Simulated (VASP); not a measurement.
# ZnO (P6_3mc) in VASP: further runs, part 2 of 3

VASP 6.6.1.

## 4. Relaxation of shape and atoms at fixed volume, r2SCAN (12.16 Å³/atom)

This run uses another cell than the first one, of 12.16 Å³/atom.

The input, POSCAR:

```
ZnO
1.0
    3.2672318311      0.0000000000      0.0000000000
   -1.6336159155      2.8295057658      0.0000000000
    0.0000000000      0.0000000000      5.2630029530
Zn O
2 2
Direct
    0.3333333333      0.6666666667      0.4996921304
    0.6666666667      0.3333333333     -0.0003078696
    0.6666666667      0.3333333333      0.3793178696
    0.3333333333      0.6666666667      0.8793178696
```

The input, INCAR.step1:

```
ALGO = Normal ; EDIFF = 1E-4
ENCUT = 600 ; GGA = PE
ISMEAR = 0 ; LASPH = T
LCHARG = F ; LREAL = F
LWAVE = T ; NELM = 80
PREC = Accurate ; SIGMA = 0.02
```

The input, INCAR.step2:

```
ALGO = Normal ; EDIFF = 1E-6
EDIFFG = -0.01 ; ENCUT = 600
IBRION = 2 ; ISIF = 4
ISMEAR = 0 ; ISTART = 1
LASPH = T ; LCHARG = F
LMIXTAU = T ; LREAL = F
LWAVE = F ; METAGGA = R2SCAN
NELM = 80 ; NSW = 50
PREC = Accurate ; SIGMA = 0.02
```

The input, KPOINTS:

```
k-points
0
Gamma
  12 12 6
```

The run is started by

```console
$ cat potpaw_PBE.64/Zn/POTCAR potpaw_PBE.64/O/POTCAR > POTCAR
$ cp INCAR.step1 INCAR
$ mpirun -np 1 vasp_std > vasp.out
$ cp INCAR.step2 INCAR
$ mpirun -np 1 vasp_std > vasp.out
```

Run time: 4 min. Hardware: 1 thread of Intel Xeon 6975P-C (Granite Rapids), shared host; peak memory 0.25 GiB.

It converged, with:

| Item | Value |
| --- | --- |
| Free energy | -36.3125 eV |
| Energy gained by relaxing | 0.0 meV/atom |
| Ionic steps | 2 |
| Pressure after relaxing | -3.5 GPa |
| Largest force after relaxing | 0.005 eV/Å |
| Band gap on the k mesh | 1.19 eV |

Forces on the atoms (eV/Å):
```
Zn   0.000  0.000  0.005
Zn   0.000  0.000  0.005
O    0.000  0.000 -0.005
O    0.000  0.000 -0.005
```

Stress tensor (GPa, compression positive):
```
-3.52  0.00  0.00
 0.00 -3.52  0.00
 0.00  0.00 -3.42
```

Final structure:
```xyz
4
Lattice="3.2674 0.0000 0.0000 -1.6337 2.8297 0.0000 0.0000 0.0000 5.2624" Properties=species:S:1:pos:R:3 pbc="T T T"
Zn    0.0000    1.8864    2.6303
Zn    1.6337    0.9432    5.2615
O     1.6337    0.9432    1.9954
O     0.0000    1.8864    4.6266
```

Levels at points of the mesh, in eV from the valence-band top:
| k point | band 16 | band 17 | band 18 | band 19 | band 20 | band 21 |
| --- | --- | --- | --- | --- | --- | --- |
| (0.00, 0.00, 0.00) | -0.08 | 0.00 | 0.00 | 1.19 | 5.76 | 8.73 |
| (0.50, 0.00, 0.00) | -2.24 | -1.26 | -0.83 | 6.30 | 7.32 | 8.04 |
| (0.00, 0.00, 0.50) | -0.39 | -0.39 | -0.39 | 3.86 | 3.86 | 10.70 |
| (0.50, 0.00, 0.50) | -1.49 | -1.36 | -1.36 | 6.20 | 6.20 | 9.00 |

Caveat: the PAW data sets were made with another functional, which shifts forces and pressure a little.

## 5. Relaxation of shape and atoms at fixed volume, r2SCAN (12.52 Å³/atom)

This run uses another cell than the first one, of 12.52 Å³/atom.

The input, POSCAR:

```
ZnO
1.0
    3.2986494491      0.0000000000      0.0000000000
   -1.6493247245      2.8567142211      0.0000000000
    0.0000000000      0.0000000000      5.3136118552
Zn O
2 2
Direct
    0.3333333333      0.6666666667      0.4996921304
    0.6666666667      0.3333333333     -0.0003078696
    0.6666666667      0.3333333333      0.3793178696
    0.3333333333      0.6666666667      0.8793178696
```

The input, INCAR.step1:

```
PREC = Accurate
ENCUT = 600
ISMEAR = 0
SIGMA = 0.02
LREAL = False
LASPH = True
NELM = 60
GGA = PE
ALGO = Normal
EDIFF = 1E-4
LWAVE = True
LCHARG = False
```

The input, INCAR.step2:

```
PREC = Accurate
ENCUT = 600
EDIFF = 1E-6
ISMEAR = 0
SIGMA = 0.02
LREAL = False
LASPH = True
NELM = 60
ALGO = Normal
ISIF = 4
LWAVE = False
LCHARG = False
METAGGA = R2SCAN
LMIXTAU = True
IBRION = 2
NSW = 50
EDIFFG = -0.01
ISTART = 1
```

The input, KPOINTS:

```
Automatic mesh
0
Gamma
  12 12 6
```

Potentials or basis: VASP PAW PBE potentials, release 64 (Zn, O).

The run is started by

```console
$ cat potpaw_PBE.64/Zn/POTCAR potpaw_PBE.64/O/POTCAR > POTCAR
$ cp INCAR.step1 INCAR
$ mpirun -np 1 vasp_std > vasp.out
$ cp INCAR.step2 INCAR
$ mpirun -np 1 vasp_std > vasp.out
```

OUTCAR:

```text
PREC = Accurate
   ENCUT = 600
   EDIFF = 1E-6
   ISMEAR = 0
   LREAL = False
   LASPH = True
   NELM = 60
   ISIF = 4
   METAGGA = R2SCAN
   IBRION = 2
   NSW = 50
   EDIFFG = -0.01
   ISTART = 1

 ion  position               nearest neighbor table
   1  0.333  0.667  0.500-   3 2.01   3 2.01   3 2.01   4 2.02
   2  0.667  0.333  1.000-   4 2.01   4 2.01   4 2.01   3 2.02
   3  0.667  0.333  0.379-   1 2.01   1 2.01   1 2.01   2 2.02
   4  0.333  0.667  0.879-   2 2.01   2 2.01   2 2.01   1 2.02

  LATTYP: Found a hexagonal cell.
 ALAT       =     3.2986494491
 C/A-ratio  =     1.6108446615

  Lattice vectors:

 A1 = (   3.2986494491,   0.0000000000,   0.0000000000)
 A2 = (  -1.6493247245,   2.8567142211,   0.0000000000)
 A3 = (   0.0000000000,   0.0000000000,   5.3136118552)

Analysis of symmetry for initial positions (statically):
=====================================================================
 Subroutine PRICEL returns:
 Original cell was already a primitive cell.

 Routine SETGRP: Setting up the symmetry group for a
 hexagonal supercell.

 Subroutine GETGRP returns: Found 12 space group operations
 (whereof  6 operations were pure point group operations)
 out of a pool of 24 trial point group operations.

The static configuration has the point symmetry C_3v.
 The point group associated with its full space group is C_6v.

Analysis of symmetry for dynamics (positions and initial velocities):
=====================================================================
 Subroutine PRICEL returns:
 Original cell was already a primitive cell.

 Routine SETGRP: Setting up the symmetry group for a
 hexagonal supercell.

 Subroutine GETGRP returns: Found 12 space group operations
 (whereof  6 operations were pure point group operations)
 out of a pool of 24 trial point group operations.

The dynamic configuration has the point symmetry C_3v.
 The point group associated with its full space group is C_6v.

 Subroutine INISYM returns: Found 12 space group operations
 (whereof  6 operations are pure point group operations),
 and found     1 'primitive' translations

----------------------------------------------------------------------------------------

                                     Primitive cell

  volume of cell :      50.0718

  direct lattice vectors                    reciprocal lattice vectors
     3.298649449  0.000000000  0.000000000     0.303154371  0.175026258  0.000000000
    -1.649324725  2.856714221  0.000000000     0.000000000  0.350052516  0.000000000
     0.000000000  0.000000000  5.313611855     0.000000000  0.000000000  0.188195907

  length of vectors
     3.298649449  3.298649449  5.313611855     0.350052516  0.350052516  0.188195907

  position of ions in fractional coordinates (direct lattice)
     0.333333333  0.666666667  0.499692130
     0.666666667  0.333333333  0.999692130
     0.666666667  0.333333333  0.379317870
     0.333333333  0.666666667  0.879317870
[... 114 lines left out ...]
  volume of cell :       50.07
 maximum number of plane-waves:      1713
 NGX is ok and might be reduce to    28
   NGX = 13   NGY = 13   NGZ = 21

--------------------------------------- Ionic step        1  -------------------------------------------

 number of electron      36.0000013 magnetization

 Free energy of the ion-electron system (eV)
  ---------------------------------------------------
  ext. energy  EPLUGINS =         0.00000000
  ---------------------------------------------------
  free energy    TOTEN  =       -36.26719393 eV

  energy without entropy =      -36.26719393  energy(sigma->0) =      -36.26719393

------------------------ aborting loop because EDIFF is reached ----------------------------------------

  FORCE on cell =-STRESS in cart. coord.  units (eV):
  Direction    XX          YY          ZZ          XY          YZ          ZX
  --------------------------------------------------------------------------------------
  -------------------------------------------------------------------------------------
  Total       -2.2086075     -2.2086075     -2.2094205     -0.0000000      0.0000000      0.0000000
  in kB      -70.6702037    -70.6702037    -70.6962169     -0.0000000      0.0000000      0.0000000
  external PRESSURE =     -70.6788748 kB  Pullay stress =       0.0000000 kB

 VOLUME and BASIS-vectors are now :
 -----------------------------------------------------------------------------
  energy-cutoff  :      600.00
  volume of cell :       50.07
      direct lattice vectors                 reciprocal lattice vectors
     3.298649449  0.000000000  0.000000000     0.303154371  0.175026258  0.000000000
    -1.649324725  2.856714221  0.000000000     0.000000000  0.350052516  0.000000000
     0.000000000  0.000000000  5.313611855     0.000000000  0.000000000  0.188195907

 POSITION                                       TOTAL-FORCE (eV/Angst)
 -----------------------------------------------------------------------------------
     -0.00000      1.90448      2.65517         0.000000      0.000000      0.014400
      1.64932      0.95224      5.31198        -0.000000     -0.000000      0.014400
      1.64932      0.95224      2.01555         0.000000      0.000000     -0.014400
     -0.00000      1.90448      4.67235        -0.000000      0.000000     -0.014400
 -----------------------------------------------------------------------------------
    total drift:                                0.000000      0.000001      0.090092

  FREE ENERGIE OF THE ION-ELECTRON SYSTEM (eV)
  ---------------------------------------------------
  free  energy   TOTEN  =       -36.2671939322 eV

  energy  without entropy=      -36.2671939322  energy(sigma->0) =      -36.26719393

--------------------------------------- Ionic step        2  -------------------------------------------

 number of electron      36.0000013 magnetization

 Free energy of the ion-electron system (eV)
  ---------------------------------------------------
  ext. energy  EPLUGINS =         0.00000000
  ---------------------------------------------------
  free energy    TOTEN  =       -36.26722350 eV

  energy without entropy =      -36.26722350  energy(sigma->0) =      -36.26722350

 E-fermi :   0.4954     XC(G=0): -11.3699

 val. band max:        0.3969923436   @ k =   0.0000   0.0000   0.0000
 cond. band min:       1.5414079131   @ k =   0.0000   0.0000   0.0000
 fundamental gap:      1.1444155694
 Fermi energy:         0.4954021978

 k-point     1 :       0.0000    0.0000    0.0000
  band No.  band energies     occupation
      1     -18.2811      2.00000
      2     -17.6677      2.00000
      3      -5.1844      2.00000
      4      -5.1844      2.00000
      5      -5.1420      2.00000
      6      -4.9937      2.00000
[... 589 lines left out ...]
     21       9.1462      0.00000
     22       9.6968      0.00000

 [... further k-points ...]

------------------------ aborting loop because EDIFF is reached ----------------------------------------

  FORCE on cell =-STRESS in cart. coord.  units (eV):
  Direction    XX          YY          ZZ          XY          YZ          ZX
  --------------------------------------------------------------------------------------
  -------------------------------------------------------------------------------------
  Total       -2.2209267     -2.2209267     -2.1976361     -0.0000000     -0.0000000      0.0000000
  in kB      -71.0643874    -71.0643874    -70.3191432     -0.0000000     -0.0000000      0.0000000
  external PRESSURE =     -70.8159727 kB  Pullay stress =       0.0000000 kB

 VOLUME and BASIS-vectors are now :
 -----------------------------------------------------------------------------
  energy-cutoff  :      600.00
  volume of cell :       50.07
      direct lattice vectors                 reciprocal lattice vectors
     3.298660230 -0.000000000  0.000000000     0.303153381  0.175025686  0.000000000
    -1.649330115  2.856723558  0.000000000     0.000000000  0.350051372  0.000000000
     0.000000000  0.000000000  5.313577122    -0.000000000 -0.000000000  0.188197137

 POSITION                                       TOTAL-FORCE (eV/Angst)
 -----------------------------------------------------------------------------------
     -0.00000      1.90448      2.65585         0.000000      0.000000      0.003504
      1.64933      0.95224      5.31264        -0.000000      0.000000      0.003504
      1.64933      0.95224      2.01484         0.000000      0.000000     -0.003504
     -0.00000      1.90448      4.67163         0.000000      0.000000     -0.003504
 -----------------------------------------------------------------------------------
    total drift:                                0.000000      0.000001      0.099922

  FREE ENERGIE OF THE ION-ELECTRON SYSTEM (eV)
  ---------------------------------------------------
  free  energy   TOTEN  =       -36.2672235042 eV

  energy  without entropy=      -36.2672235042  energy(sigma->0) =      -36.26722350

 reached required accuracy - stopping structural energy minimisation
```

Wall time 3.3 min (1 thread of Intel Xeon 6975P-C (Granite Rapids), shared host); peak memory 0.25 GiB.

What came out:

```yaml
Free_energy: -36.2672 eV
Energy_gained_by_relaxing: 0.0 meV/atom
Ionic_steps: 2
Pressure_after_relaxing: -7.1 GPa
Largest_force_after_relaxing: 0.004 eV/Å
Band_gap_on_the_k_mesh: 1.14 eV
```

Forces in eV/Å, atoms in the order of the input:
```
Zn   0.000  0.000  0.004
Zn   0.000  0.000  0.004
O    0.000  0.000 -0.004
O    0.000  0.000 -0.004
```

Final structure:
```cif
data_structure
_symmetry_space_group_name_H-M 'P 1'
_symmetry_Int_Tables_number 1
_cell_length_a 3.2987
_cell_length_b 3.2987
_cell_length_c 5.3136
_cell_angle_alpha 90.000
_cell_angle_beta 90.000
_cell_angle_gamma 120.000
_cell_volume 50.07
loop_
_atom_site_label
_atom_site_type_symbol
_atom_site_fract_x
_atom_site_fract_y
_atom_site_fract_z
_atom_site_occupancy
Zn1 Zn 0.33333 0.66667 0.49982 1
Zn2 Zn 0.66667 0.33333 0.99982 1
O1 O 0.66667 0.33333 0.37919 1
O2 O 0.33333 0.66667 0.87919 1
```

Caveat: the PAW data sets were made with another functional, which shifts forces and pressure a little.

(Continued in part 3 of 3.)
